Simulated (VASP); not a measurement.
# Ti (P6_3/mmc) in VASP: a series of runs

The runs below take Ti through single point, with PBE.

Everything below comes from runs of VASP 6.6.1. Logs are shortened: lines on timing, memory, paths and dates and some standing lists are left out, and cuts for length are marked.

### 1 The cell of the first run

The structure is hexagonal, space group P6_3/mmc (No. 194). Conventional cell: a = 2.890 Å, b = 2.890 Å, c = 4.584 Å, α = 90.00°, β = 90.00°, γ = 120.00°. Ti (site symmetry -6m2) has 12 Ti at 2.84 to 2.89 Å within 3.7 Å.

### 2 Single point, PBE

Input file INCAR:

```
PREC = Accurate
ENCUT = 520
EDIFF = 1E-6
ISMEAR = 1
SIGMA = 0.1
LREAL = False
LASPH = True
NELM = 100
ALGO = Normal
ISIF = 2
LWAVE = False
LCHARG = False
GGA = PE
NBANDS = 19
```

Input file KPOINTS:

```
regular mesh
0
Gamma
  11 11 6
```

Input file POSCAR:

```
Ti
1.0
    2.8897790207      0.0000000000      0.0000000000
   -1.4448895104      2.5026220421      0.0000000000
    0.0000000000      0.0000000000      4.5844629888
Ti
2
Direct
    0.3333333333      0.6666666667      0.2500000000
    0.6666666667      0.3333333333      0.7500000000
```

Potentials or basis: VASP PAW PBE potentials, release 64 (Ti_sv).

On the command line:

```
$ cat potpaw_PBE.64/Ti_sv/POTCAR > POTCAR
$ mpirun -np 1 vasp_std > vasp.out
```

OUTCAR:

```text
PREC = Accurate
   ENCUT = 520
   EDIFF = 1E-6
   ISMEAR = 1
   LREAL = False
   LASPH = True
   NELM = 100
   ISIF = 2
   GGA = PE

 ion  position               nearest neighbor table
   1  0.333  0.667  0.250-   2 2.84   2 2.84   2 2.84   2 2.84   2 2.84   2 2.84
   2  0.667  0.333  0.750-   1 2.84   1 2.84   1 2.84   1 2.84   1 2.84   1 2.84

  LATTYP: Found a hexagonal cell.
 ALAT       =     2.8897790207
 C/A-ratio  =     1.5864406780

  Lattice vectors:

 A1 = (   2.8897790207,   0.0000000000,   0.0000000000)
 A2 = (  -1.4448895104,   2.5026220421,   0.0000000000)
 A3 = (   0.0000000000,   0.0000000000,   4.5844629888)

Analysis of symmetry for initial positions (statically):
=====================================================================
 Subroutine PRICEL returns:
 Original cell was already a primitive cell.

 Routine SETGRP: Setting up the symmetry group for a
 hexagonal supercell.

 Subroutine GETGRP returns: Found 24 space group operations
 (whereof 12 operations were pure point group operations)
 out of a pool of 24 trial point group operations.

The static configuration has the point symmetry D_3d.
 The point group associated with its full space group is D_6h.

Analysis of symmetry for dynamics (positions and initial velocities):
=====================================================================
 Subroutine PRICEL returns:
 Original cell was already a primitive cell.

 Routine SETGRP: Setting up the symmetry group for a
 hexagonal supercell.

 Subroutine GETGRP returns: Found 24 space group operations
 (whereof 12 operations were pure point group operations)
 out of a pool of 24 trial point group operations.

The dynamic configuration has the point symmetry D_3d.
 The point group associated with its full space group is D_6h.

 Subroutine INISYM returns: Found 24 space group operations
 (whereof 12 operations are pure point group operations),
 and found     1 'primitive' translations

----------------------------------------------------------------------------------------

                                     Primitive cell

  volume of cell :      33.1549

  direct lattice vectors                    reciprocal lattice vectors
     2.889779021  0.000000000  0.000000000     0.346047221  0.199790456  0.000000000
    -1.444889510  2.502622042  0.000000000     0.000000000  0.399580913  0.000000000
     0.000000000  0.000000000  4.584462989     0.000000000  0.000000000  0.218128056

  length of vectors
     2.889779021  2.889779020  4.584462989     0.399580913  0.399580913  0.218128056

  position of ions in fractional coordinates (direct lattice)
     0.333333333  0.666666667  0.250000000
     0.666666667  0.333333333  0.750000000

  ion indices of the primitive-cell ions
   primitive index   ion index
                 1           1
                 2           2

----------------------------------------------------------------------------------------

 KPOINTS: regular mesh

Automatic generation of k-mesh.
 Grid dimensions read from file:
 generate k-points for:   11   11    6

 Generating k-lattice:

  Cartesian coordinates                     Fractional coordinates (reciprocal lattice)
     0.031458838  0.018162769  0.000000000     0.090909091  0.000000000  0.000000000
     0.000000000  0.036325538  0.000000000     0.000000000  0.090909091  0.000000000
     0.000000000  0.000000000  0.036354676     0.000000000  0.000000000  0.166666667

  Length of vectors
     0.036325538  0.036325538  0.036354676

  Shift w.r.t. Gamma in fractional coordinates (k-lattice)
     0.000000000  0.000000000  0.000000000

 Subroutine IBZKPT returns following result:
 ===========================================

 Found     64 irreducible k-points:

 Following reciprocal coordinates:
            Coordinates               Weight
  0.000000  0.000000  0.000000      1.000000
  0.090909 -0.000000  0.000000      6.000000
  0.181818 -0.000000  0.000000      6.000000
  0.272727 -0.000000  0.000000      6.000000
  0.363636 -0.000000  0.000000      6.000000
  0.454545 -0.000000  0.000000      6.000000
[... 16 lines left out ...]
  0.090909  0.090909  0.166667     12.000000
  0.181818  0.090909  0.166667     24.000000
 [... further k-points ...]
   k-points           NKPTS =     64   k-points in BZ     NKDIM =     64   number of bands    NBANDS=     19
   number of dos      NEDOS =    301   number of ions     NIONS =      2
   total plane-waves  NPLWV =  20736
   dimension x,y,z NGX =    24 NGY =   24 NGZ =   36
   dimension x,y,z NGXF=    48 NGYF=   48 NGZF=   72
   ions per type =               2
   NGX,Y,Z   is equivalent  to a cutoff of  13.81, 13.81, 13.05 a.u.
   NGXF,Y,Z  is equivalent  to a cutoff of  27.61, 27.61, 26.11 a.u.
 SYSTEM =  unknown system
   PREC   = accura    normal or accurate (medium, high low for compatibility)
   ISTART =      0    job   : 0-new  1-cont  2-samecut
   ICHARG =      2    charge: 1-file 2-atom 10-const
   ISPIN  =      1    spin polarized calculation?
   LNONCOLLINEAR =      F non collinear calculations
   LSORBIT =      F    spin-orbit coupling
   LASPH  =      T    aspherical Exc in radial PAW
   ENCUT  =  520.0 eV  38.22 Ry    6.18 a.u.   5.37  5.37  8.52*2*pi/ulx,y,z
   NELM   =    100;   NELMIN=  2; NELMDL= -5     # of ELM steps
   EDIFF  = 0.1E-05   stopping-criterion for ELM
   LREAL  =      F    real-space projection
   EDIFFG = 0.1E-04   stopping-criterion for IOM
   NSW    =      0    number of steps for IOM
   IBRION =     -1    ionic relax: 0-MD 1-quasi-New 2-CG
   NFREE  =      0    steps in history (QN), initial steepest desc. (CG)
   ISIF   =      2    stress and relaxation
   ISYM   =      2    0-nonsym 1-usesym 2-fastsym
   POTIM  = 0.5000    time-step for ionic-motion
   TEBEG  =    0.0;   TEEND  =   0.0 temperature during run
   PSTRESS=    0.0 pullay stress
   NELECT =      24.0000    total number of electrons
   NUPDOWN=      -1.0000    fix difference up-down
   EMIN   =  10.00;   EMAX   =-10.00  energy-range for DOS
   EFERMI =   0.00;   METHOD = LEGACY
   ISMEAR =     1;   SIGMA  =   0.10  broadening in eV -4-tet -1-fermi 0-gaus
   EFERMI_NEDOS =   21; number of points for ismear=-14 and -15
   IALGO  =     38    algorithm
   IMIX   =      4    mixing-type and parameters
     AMIX     =   0.40;   BMIX     =  1.00
     AMIX_MAG =   1.60;   BMIX_MAG =  1.00
  volume/ion in A,a.u.               =      16.58       111.87
  Fermi-wavevector in a.u.,A,eV,Ry     =   1.469927  2.777759 29.397912  2.160686
  Thomas-Fermi vector in A             =   2.585245
   LORBIT       =      0    0 simple, 1 ext, 2 COOP (PROOUT), +10 PAW based schemes
   GGA     = PE    functional components
   LHFCALC =     F    Hartree Fock is set to
   AEXX    =    0.0000 exact exchange contribution
   IVDW    =     0    specifies the selected vdW correction
   LEPSILON=     F    determine dielectric tensor
   LRPA    =     F    only Hartree local field effects (RPA)
 non-spin polarized calculation
 Methfessel and Paxton  Order N= 1 SIGMA  =   0.10
  energy-cutoff  :      520.00
  volume of cell :       33.15
 maximum number of plane-waves:       917
 NGX is ok and might be reduce to    24
   NGX = 11   NGY = 11   NGZ = 17

 number of electron      24.0000001 magnetization

 Free energy of the ion-electron system (eV)
  ---------------------------------------------------
  ext. energy  EPLUGINS =         0.00000000
  ---------------------------------------------------
  free energy    TOTEN  =       -15.64320191 eV

  energy without entropy =      -15.64366201  energy(sigma->0) =      -15.64335528

 E-fermi :   8.8618     XC(G=0): -11.7184

 val. band max:        8.8616072163   @ k =   0.0000   0.0000   0.3333
 cond. band min:       8.8683749659   @ k =   0.1818  -0.0000   0.3333
 fundamental gap:      0.0067677496
 Fermi energy:         8.8618070622

 k-point     1 :       0.0000    0.0000    0.0000
  band No.  band energies     occupation
      1     -47.9411      2.00000
      2     -47.7771      2.00000
      3     -24.5855      2.00000
      4     -23.8411      2.00000
      5     -23.8411      2.00000
      6     -23.7657      2.00000
[... 11 lines left out ...]
     18      10.5568     -0.00000
     19      12.1761      0.00000

 k-point     2 :       0.0909   -0.0000    0.0000
  band No.  band energies     occupation
      1     -47.9314      2.00000
      2     -47.7732      2.00000
      3     -24.5645      2.00000
      4     -23.8844      2.00000
      5     -23.8555      2.00000
      6     -23.7744      2.00000
[... 11 lines left out ...]
     18      10.4217     -0.00000
     19      12.2481      0.00000

 k-point     3 :       0.1818   -0.0000    0.0000
  band No.  band energies     occupation
      1     -47.9045      2.00000
      2     -47.7633      2.00000
      3     -24.5050      2.00000
      4     -24.0015      2.00000
      5     -23.8925      2.00000
      6     -23.8890      2.00000
[... 11 lines left out ...]
     18      10.7645     -0.00000
     19      12.3903      0.00000

 k-point     4 :       0.2727   -0.0000    0.0000
  band No.  band energies     occupation
      1     -47.8673      2.00000
      2     -47.7523      2.00000
      3     -24.4174      2.00000
      4     -24.1564      2.00000
      5     -24.0366      2.00000
      6     -23.9388      2.00000
[... 11 lines left out ...]
     18      11.3904      0.00000
     19      12.5126      0.00000

 k-point     5 :       0.3636   -0.0000    0.0000
  band No.  band energies     occupation
      1     -47.8293      2.00000
      2     -47.7455      2.00000
      3     -24.3193      2.00000
      4     -24.2996      2.00000
      5     -24.1669      2.00000
      6     -23.9799      2.00000
[... 11 lines left out ...]
     18      12.0571      0.00000
     19      12.5881      0.00000
[... 334 lines left out ...]
      2     -47.7512      2.00000
      3     -24.3939      2.00000
      4     -24.2363      2.00000
      5     -24.1669      2.00000
      6     -23.9676      2.00000
[... 11 lines left out ...]
     18      11.9293      0.00000
     19      12.5089      0.00000

 k-point    22 :       0.4545   -0.0000    0.1667
  band No.  band energies     occupation
      1     -47.7991      2.00000
      2     -47.7491      2.00000
      3     -24.4353      2.00000
      4     -24.2959      2.00000
      5     -24.1598      2.00000
      6     -23.9908      2.00000
[... 11 lines left out ...]
     18      12.6032      0.00000
     19      12.8770      0.00000

 k-point    23 :       0.0909    0.0909    0.1667
  band No.  band energies     occupation
      1     -47.9034      2.00000
      2     -47.7763      2.00000
      3     -24.4828      2.00000
      4     -23.9415      2.00000
      5     -23.9240      2.00000
      6     -23.8673      2.00000
[... 11 lines left out ...]
     18      10.8300     -0.00000
     19      12.3012      0.00000

 k-point    24 :       0.1818    0.0909    0.1667
  band No.  band energies     occupation
      1     -47.8726      2.00000
      2     -47.7644      2.00000
      3     -24.4280      2.00000
      4     -24.0665      2.00000
      5     -24.0317      2.00000
      6     -23.9151      2.00000
[... 11 lines left out ...]
     18      11.2691      0.00000
     19      12.3756      0.00000

 [... further k-points ...]
[... 5 lines left out ...]
  --------------------------------------------------------------------------------------
  -------------------------------------------------------------------------------------
  Total        1.1297691      1.1297691      1.0920633     -0.0000000     -0.0000000      0.0000000
  in kB       54.5948798     54.5948797     52.7727872     -0.0000000     -0.0000000      0.0000000
  external PRESSURE =      53.9875156 kB  Pullay stress =       0.0000000 kB

 VOLUME and BASIS-vectors are now :
 -----------------------------------------------------------------------------
  energy-cutoff  :      520.00
  volume of cell :       33.15
      direct lattice vectors                 reciprocal lattice vectors
     2.889779021  0.000000000  0.000000000     0.346047221  0.199790456  0.000000000
    -1.444889510  2.502622042  0.000000000     0.000000000  0.399580913  0.000000000
     0.000000000  0.000000000  4.584462989     0.000000000  0.000000000  0.218128056

 POSITION                                       TOTAL-FORCE (eV/Angst)
 -----------------------------------------------------------------------------------
     -0.00000      1.66841      1.14612        -0.000000     -0.000000      0.000000
      1.44489      0.83421      3.43835         0.000000      0.000000      0.000000
 -----------------------------------------------------------------------------------
    total drift:                               -0.000000      0.000000     -0.000000

  FREE ENERGIE OF THE ION-ELECTRON SYSTEM (eV)
  ---------------------------------------------------
  free  energy   TOTEN  =       -15.6432019126 eV

  energy  without entropy=      -15.6436620102  energy(sigma->0) =      -15.64335528
```

Run time: 20 s. Hardware: 1 thread of Intel Xeon Platinum 8488C (Sapphire Rapids), shared host; peak memory 0.17 GiB.

What came out:

| Property | Result |
| --- | --- |
| Free energy | -15.6432 eV |
| Pressure | 5.4 GPa |
| Band gap on the k mesh | zero (band 12 reaches 9.64 eV, above the bottom of band 13 at 8.63 eV) |

### 3 Single point, PBE

This run uses another cell than the first one, of 17.11 Å³/atom, 1.032 times its volume.

Input file INCAR:

```
PREC = Accurate ; ENCUT = 520
EDIFF = 1E-6 ; ISMEAR = 1
SIGMA = 0.1 ; LREAL = False
LASPH = True ; NELM = 80
ALGO = Normal ; ISIF = 2
LWAVE = False ; LCHARG = True
GGA = PE ; LELF = True
LVHAR = True ; NBANDS = 19
```

Input file KPOINTS:

```
Automatic mesh
0
Gamma
  11 11 6
```

Input file POSCAR:

```
Ti
1.0
    2.9201999828      0.0000000000      0.0000000000
   -1.4600999914      2.5289673681      0.0000000000
    0.0000000000      0.0000000000      4.6327240405
Ti
2
Direct
    0.3333333333      0.6666666667      0.2500000000
    0.6666666667      0.3333333333      0.7500000000
```

Potentials or basis: VASP PAW PBE potentials, release 64 (Ti_sv).

On the command line:

```
$ cat potpaw_PBE.64/Ti_sv/POTCAR > POTCAR
$ mpirun -np 1 vasp_std > vasp.out
```

It took 22 s on 1 thread of Intel Xeon Platinum 8488C (Sapphire Rapids), shared host; peak memory 0.17 GiB.

It converged, with:

```
Free energy            : -15.6663 eV
Pressure               : 1.6 GPa
Band gap on the k mesh : zero (band 12 reaches 9.28 eV, above the bottom of band 13 at 8.27 eV)
```

Levels at points of the mesh, in eV from the Fermi level:
| k point | band 8 | band 9 | band 10 | band 11 | band 12 | band 13 | band 14 | band 15 | band 16 | band 17 |
| --- | --- | --- | --- | --- | --- | --- | --- | --- | --- | --- |
| (0.00, 0.00, 0.00) | -32.68 | -6.27 | -2.75 | 0.77 | 0.77 | 0.78 | 0.87 | 1.28 | 1.28 | 1.64 |
| (0.00, 0.00, 0.50) | -32.73 | -4.39 | -4.39 | 0.06 | 0.06 | 0.67 | 0.67 | 0.67 | 0.67 | 2.84 |

(Part 1 of 2 ends here.)
